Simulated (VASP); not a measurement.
# Pt (Fmmm) in VASP: single point with r2SCAN

Aim: the single point of Pt with r2SCAN.

Everything below comes from runs of VASP 6.6.1. Logs are shortened: lines on timing, memory, paths and dates and some standing lists are left out, and cuts for length are marked.

### Step 1. The cell of the first run

It takes space group Fmmm (No. 69, orthorhombic). The conventional cell has a = 3.168 Å, b = 4.257 Å, c = 4.705 Å, α = 90.00°, β = 90.00°, γ = 90.00°. Within 3.5 Å of Pt (site symmetry mmm) lie 14 Pt at 2.65 to 3.17 Å.

### Step 2. Single point, r2SCAN (strain -0.1000 x Voigt [0, 0, 0, 0, 0, 1])

Contents of POSCAR:

```
Pt
1.0
   -1.6634310000      1.6634310000      1.5842200000
    1.6634310000     -1.6634310000      1.5842200000
    1.5050090000      1.5050090000     -1.5842200000
Pt
1
Direct
    0.0000000000      0.0000000000      0.0000000000
```

Contents of INCAR.step1:

```
SYSTEM = Pt
  PREC = Accurate
  ENCUT = 520
  ISMEAR = 0
  SIGMA = 0.15
  LREAL = .FALSE.
  LASPH = .TRUE.
  NELM = 100
  NBANDS = 11
  GGA = PE
  ALGO = Normal
  EDIFF = 1E-4
  LWAVE = .TRUE.
  LCHARG = .FALSE.
```

Contents of INCAR.step2:

```
SYSTEM = Pt
  PREC = Accurate
  ENCUT = 520
  EDIFF = 1E-6
  ISMEAR = 0
  SIGMA = 0.15
  LREAL = .FALSE.
  LASPH = .TRUE.
  NELM = 100
  ALGO = Normal
  ISIF = 2
  LWAVE = .FALSE.
  LCHARG = .FALSE.
  METAGGA = R2SCAN
  LMIXTAU = .TRUE.
  NBANDS = 11
  ISTART = 1
```

Contents of KPOINTS:

```
regular mesh
0
G
  22 22 22
  0 0 0
```

Potentials or basis: VASP PAW PBE potentials, release 64 (Pt).

Command:

```bash
cat potpaw_PBE.64/Pt/POTCAR > POTCAR
cp INCAR.step1 INCAR
mpirun -np 1 vasp_std > vasp.out
cp INCAR.step2 INCAR
mpirun -np 1 vasp_std > vasp.out
```

OUTCAR:

```text
SYSTEM = Pt
   PREC = Accurate
   ENCUT = 520
   EDIFF = 1E-6
   ISMEAR = 0
   LREAL = .FALSE.
   LASPH = .TRUE.
   NELM = 100
   ISIF = 2
   METAGGA = R2SCAN
   ISTART = 1

 ion  position               nearest neighbor table
   1  0.000  0.000  0.000-

  LATTYP: Found a face centered orthorhombic cell.
 ALAT       =     3.1684400000
 B/A-ratio  =     1.3435028843
 C/A-ratio  =     1.4849242405

  Lattice vectors:

 A1 = (  -0.1584220000,   3.1684400000,   0.0000000000)
 A2 = (  -1.6634310000,   1.6634310000,   1.5842200000)
 A3 = (   1.5050090000,   1.5050090000,   1.5842200000)

Analysis of symmetry for initial positions (statically):
=====================================================================
 Subroutine PRICEL returns:
 Original cell was already a primitive cell.

 Routine SETGRP: Setting up the symmetry group for a
 face centered orthorhombic supercell.

 Subroutine GETGRP returns: Found  8 space group operations
 (whereof  8 operations were pure point group operations)
 out of a pool of  8 trial point group operations.

The static configuration has the point symmetry D_2h.

Analysis of symmetry for dynamics (positions and initial velocities):
=====================================================================
 Subroutine PRICEL returns:
 Original cell was already a primitive cell.

 Routine SETGRP: Setting up the symmetry group for a
 face centered orthorhombic supercell.

 Subroutine GETGRP returns: Found  8 space group operations
 (whereof  8 operations were pure point group operations)
 out of a pool of  8 trial point group operations.

The dynamic configuration has the point symmetry D_2h.

 Subroutine INISYM returns: Found  8 space group operations
 (whereof  8 operations are pure point group operations),
 and found     1 'primitive' translations

----------------------------------------------------------------------------------------

                                     Primitive cell

  volume of cell :      15.8642

  direct lattice vectors                    reciprocal lattice vectors
    -1.663431000  1.663431000  1.584220000     0.015820187  0.316403740  0.315612731
     1.663431000 -1.663431000  1.584220000     0.316403740  0.015820187  0.315612731
     1.505009000  1.505009000 -1.584220000     0.332223927  0.332223927  0.000000000

  length of vectors
     2.836152040  2.836152040  2.653272920     0.447183408  0.447183408  0.469835583

  position of ions in fractional coordinates (direct lattice)
     0.000000000  0.000000000  0.000000000

  ion indices of the primitive-cell ions
   primitive index   ion index
                 1           1

----------------------------------------------------------------------------------------

 KPOINTS: regular mesh

Automatic generation of k-mesh.
 Grid dimensions read from file:
 generate k-points for:   22   22   22

 Generating k-lattice:

  Cartesian coordinates                     Fractional coordinates (reciprocal lattice)
     0.000719099  0.014381988  0.014346033     0.045454545  0.000000000  0.000000000
     0.014381988  0.000719099  0.014346033     0.000000000  0.045454545  0.000000000
     0.015101088  0.015101088  0.000000000     0.000000000  0.000000000  0.045454545

  Length of vectors
     0.020326519  0.020326519  0.021356163

  Shift w.r.t. Gamma in fractional coordinates (k-lattice)
     0.000000000  0.000000000  0.000000000

 Subroutine IBZKPT returns following result:
 ===========================================

 Found   1530 irreducible k-points:

 Following reciprocal coordinates:
            Coordinates               Weight
  0.000000  0.000000  0.000000      1.000000
  0.045455  0.000000  0.000000      8.000000
  0.090909  0.000000  0.000000      8.000000
  0.136364  0.000000  0.000000      8.000000
  0.181818  0.000000  0.000000      8.000000
  0.227273  0.000000 -0.000000      8.000000
[... 16 lines left out ...]
  0.500000  0.045455  0.000000      8.000000
 -0.454545  0.045455  0.000000      8.000000
 [... further k-points ...]
   k-points           NKPTS =   1530   k-points in BZ     NKDIM =   1530   number of bands    NBANDS=     11
   number of dos      NEDOS =    301   number of ions     NIONS =      1
   total plane-waves  NPLWV =  11520
   dimension x,y,z NGX =    24 NGY =   24 NGZ =   20
   dimension x,y,z NGXF=    48 NGYF=   48 NGZF=   40
   ions per type =               1
   NGX,Y,Z   is equivalent  to a cutoff of  14.07, 14.07, 12.53 a.u.
   NGXF,Y,Z  is equivalent  to a cutoff of  28.14, 28.14, 25.06 a.u.
 SYSTEM =  Pt
   PREC   = accura    normal or accurate (medium, high low for compatibility)
   ISTART =      1    job   : 0-new  1-cont  2-samecut
   ICHARG =      0    charge: 1-file 2-atom 10-const
   ISPIN  =      1    spin polarized calculation?
   LNONCOLLINEAR =      F non collinear calculations
   LSORBIT =      F    spin-orbit coupling
   LASPH  =      T    aspherical Exc in radial PAW
   ENCUT  =  520.0 eV  38.22 Ry    6.18 a.u.   5.27  5.27  4.93*2*pi/ulx,y,z
   NELM   =    100;   NELMIN=  2; NELMDL=  0     # of ELM steps
   EDIFF  = 0.1E-05   stopping-criterion for ELM
   LREAL  =      F    real-space projection
   EDIFFG = 0.1E-04   stopping-criterion for IOM
   NSW    =      0    number of steps for IOM
   IBRION =     -1    ionic relax: 0-MD 1-quasi-New 2-CG
   NFREE  =      0    steps in history (QN), initial steepest desc. (CG)
   ISIF   =      2    stress and relaxation
   ISYM   =      2    0-nonsym 1-usesym 2-fastsym
   POTIM  = 0.5000    time-step for ionic-motion
   TEBEG  =    0.0;   TEEND  =   0.0 temperature during run
   PSTRESS=    0.0 pullay stress
   NELECT =      10.0000    total number of electrons
   NUPDOWN=      -1.0000    fix difference up-down
   EMIN   =  10.00;   EMAX   =-10.00  energy-range for DOS
   EFERMI =   0.00;   METHOD = LEGACY
   ISMEAR =     0;   SIGMA  =   0.15  broadening in eV -4-tet -1-fermi 0-gaus
   EFERMI_NEDOS =   21; number of points for ismear=-14 and -15
   IALGO  =     38    algorithm
   IMIX   =      4    mixing-type and parameters
     AMIX     =   0.40;   BMIX     =  1.00
     AMIX_MAG =   1.60;   BMIX_MAG =  1.00
  volume/ion in A,a.u.               =      15.86       107.06
  Fermi-wavevector in a.u.,A,eV,Ry     =   1.403681  2.652572 26.807830  1.970320
  Thomas-Fermi vector in A             =   2.526318
   LORBIT       =      0    0 simple, 1 ext, 2 COOP (PROOUT), +10 PAW based schemes
   METAGGA = R2SCAN    functional components
   LHFCALC =     F    Hartree Fock is set to
   AEXX    =    0.0000 exact exchange contribution
   IVDW    =     0    specifies the selected vdW correction
   LEPSILON=     F    determine dielectric tensor
   LRPA    =     F    only Hartree local field effects (RPA)
 non-spin polarized calculation
 Gauss-broadening in eV      SIGMA  =   0.15
  energy-cutoff  :      520.00
  volume of cell :       15.86
 maximum number of plane-waves:       448
 NGX is ok and might be reduce to    24
   NGX = 11   NGY = 11   NGZ =  9

 number of electron       9.9999999 magnetization

 Free energy of the ion-electron system (eV)
  ---------------------------------------------------
  ext. energy  EPLUGINS =         0.00000000
  ---------------------------------------------------
  free energy    TOTEN  =       -51.33524831 eV

  energy without entropy =      -51.32268951  energy(sigma->0) =      -51.32896891

 E-fermi :   9.8663     XC(G=0): -14.2296

 val. band max:        9.8662739734   @ k =  -0.0455   0.4091   0.1818
 cond. band min:       9.8682507555   @ k =   0.1818   0.1364   0.0455
 fundamental gap:      0.0019767822
 Fermi energy:         9.8662976388

 k-point     1 :       0.0000    0.0000    0.0000
  band No.  band energies     occupation
      1       0.2020      2.00000
      2       5.5547      2.00000
      3       6.1492      2.00000
      4       7.0218      2.00000
      5       8.8378      2.00000
      6       8.9957      2.00000
      7      26.9674      0.00000
      8      28.0457      0.00000
      9      28.8119      0.00000
     10      37.1999      0.00000
     11      38.1013      0.00000

 k-point     2 :       0.0455    0.0000    0.0000
  band No.  band energies     occupation
      1       0.2902      2.00000
      2       5.5747      2.00000
      3       6.1709      2.00000
      4       7.0198      2.00000
      5       8.8019      2.00000
      6       8.9824      2.00000
      7      27.0667      0.00000
      8      28.1029      0.00000
      9      28.8902      0.00000
     10      36.2504      0.00000
     11      36.8327      0.00000

 k-point     3 :       0.0909    0.0000    0.0000
  band No.  band energies     occupation
      1       0.5496      2.00000
      2       5.6124      2.00000
      3       6.2354      2.00000
      4       7.0324      2.00000
      5       8.7000      2.00000
      6       8.9590      2.00000
      7      27.3180      0.00000
      8      28.2249      0.00000
      9      29.0924      0.00000
     10      34.8625      0.00000
     11      35.3265      0.00000

 k-point     4 :       0.1364    0.0000    0.0000
  band No.  band energies     occupation
      1       0.9634      2.00000
      2       5.6233      2.00000
      3       6.3067      2.00000
      4       7.1333      2.00000
      5       8.5726      2.00000
      6       8.9425      2.00000
      7      27.5523      0.00000
      8      28.1794      0.00000
      9      29.3754      0.00000
     10      33.6441      0.00000
     11      34.1408      0.00000
[... 239 lines left out ...]
 k-point    22 :       0.4545    0.0455    0.0000
  band No.  band energies     occupation
      1       3.2107      2.00000
      2       4.8013      2.00000
      3       8.6793      2.00000
      4       8.9062      2.00000
      5       9.9711      0.32323
      6      11.4310      0.00000
      7      16.6889      0.00000
      8      23.3970      0.00000
      9      27.0844      0.00000
     10      34.8769      0.00000
     11      35.1043      0.00000

 k-point    23 :       0.5000    0.0455    0.0000
  band No.  band energies     occupation
      1       3.2081      2.00000
      2       4.8032      2.00000
      3       8.6617      2.00000
      4       8.9539      2.00000
      5      10.0557      0.07422
      6      11.2367      0.00000
      7      16.7436      0.00000
      8      23.3876      0.00000
      9      27.0882      0.00000
     10      34.9264      0.00000
     11      35.1815      0.00000

 k-point    24 :      -0.4545    0.0455    0.0000
  band No.  band energies     occupation
      1       3.2198      2.00000
      2       4.8568      2.00000
      3       8.4985      2.00000
      4       8.9405      2.00000
      5       9.5954      1.98937
      6      10.7559      0.00000
      7      17.7692      0.00000
      8      23.6590      0.00000
      9      27.4942      0.00000
     10      34.7217      0.00000
     11      35.3293      0.00000

 [... further k-points ...]

------------------------ aborting loop because EDIFF is reached ----------------------------------------

  FORCE on cell =-STRESS in cart. coord.  units (eV):
  Direction    XX          YY          ZZ          XY          YZ          ZX
  --------------------------------------------------------------------------------------
  -------------------------------------------------------------------------------------
  Total       -0.3010443     -0.3010443     -0.1482755      1.3746222      0.0000000     -0.0000000
  in kB      -30.4033588    -30.4033588    -14.9747860    138.8272014      0.0000000     -0.0000000
  external PRESSURE =     -25.2605012 kB  Pullay stress =       0.0000000 kB

 VOLUME and BASIS-vectors are now :
 -----------------------------------------------------------------------------
  energy-cutoff  :      520.00
  volume of cell :       15.86
      direct lattice vectors                 reciprocal lattice vectors
    -1.663431000  1.663431000  1.584220000     0.015820187  0.316403740  0.315612731
     1.663431000 -1.663431000  1.584220000     0.316403740  0.015820187  0.315612731
     1.505009000  1.505009000 -1.584220000     0.332223927  0.332223927  0.000000000

 POSITION                                       TOTAL-FORCE (eV/Angst)
 -----------------------------------------------------------------------------------
      0.00000      0.00000      0.00000        -0.000000      0.000000      0.000000
 -----------------------------------------------------------------------------------
    total drift:                                0.000000      0.000000     -0.000000

  FREE ENERGIE OF THE ION-ELECTRON SYSTEM (eV)
  ---------------------------------------------------
  free  energy   TOTEN  =       -51.3352483096 eV

  energy  without entropy=      -51.3226895116  energy(sigma->0) =      -51.32896891
```

It took 8.7 min on 1 thread of Intel Xeon Platinum 8259CL at 2.50GHz (Skylake/Cascade Lake), shared host; peak memory 0.38 GiB.

What came out:

```
Free energy            : -51.3352 eV
Pressure               : -2.5 GPa
Band gap on the k mesh : zero (bands 5 and 6 overlap by 2.88 eV)
```

Stress tensor (GPa, compression positive):
```
-3.04 13.88  0.00
13.88 -3.04  0.00
 0.00  0.00 -1.50
```

Caveat: the cell differs from its parent crystal (strain -0.1000 x Voigt [0, 0, 0, 0, 0, 1]); the PAW data sets were made with another functional, which shifts forces and pressure a little; spin-orbit coupling is left out, which moves the levels of the heavy elements.
